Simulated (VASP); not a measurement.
The system is NaH.

```
Na H
1.0
     4.71741    0.00000    0.00000
    -2.35870    4.08539    0.00000
     0.00000    0.00000    3.98785
Na H
1 1
Direct
  0.00000 0.00000 0.50000
  0.00000 0.00000 0.00000
```

The cell was built from a structure type or drawn by symmetry, and may not be a known phase.

```yaml
Program: VASP 6.6.1
Task: relaxation of cell and atoms
Functional: PBE
Potentials_or_basis: VASP PAW PBE potentials, release 64 (Na_pv, H)
Cutoff: 600 eV
k_mesh: 6 × 6 × 6
Occupations: gaussian, width 0.02 eV
Spin: no spin polarisation
```

At the start: pressure 0.2 GPa; volume 38.43 Å³/atom.

Q: Where does the relaxation end?

A: Over 18 steps the energy falls by 8.1 meV/atom and the volume is 50.42 Å³/atom (+31.2 %); space group P6/mmm (No. 191, to 0.1 Å) before and after.

The path:
```csv
step,energy change (eV),largest force (eV/Å),pressure (GPa),volume (Å³)
1,0.0000,0.0000,0.20,76.86
2,-0.0007,0.0000,0.17,77.38
3,-0.0024,0.0000,0.10,78.97
4,-0.0047,0.0000,-0.03,82.21
5,-0.0042,0.0000,-0.25,88.93
6,-0.0053,0.0000,-0.15,85.31
7,-0.0056,0.0000,-0.14,85.58
8,-0.0067,0.0000,-0.14,86.41
9,-0.0087,0.0000,-0.12,88.08
10,-0.0119,0.0000,-0.09,91.46
11,-0.0156,0.0000,-0.05,98.39
12,-0.0129,0.0000,0.02,112.90
13,-0.0161,0.0000,-0.04,102.18
14,-0.0160,0.0000,-0.02,101.26
15,-0.0161,0.0000,-0.02,101.78
16,-0.0161,0.0000,-0.02,101.28
17,-0.0160,0.0000,0.05,99.76
18,-0.0161,0.0000,0.00,100.85
```

Final structure:
```
CELL_PARAMETERS angstrom
5.38555 0.00000 0.00000
-2.69278 4.66403 0.00000
0.00000 0.00000 4.01497
ATOMIC_POSITIONS crystal
Na 0.00000 0.00000 0.50000
H 0.00000 0.00000 0.00000
```

Caveat: the volume moved by over 15 % at a fixed basis, so the end points are rough.
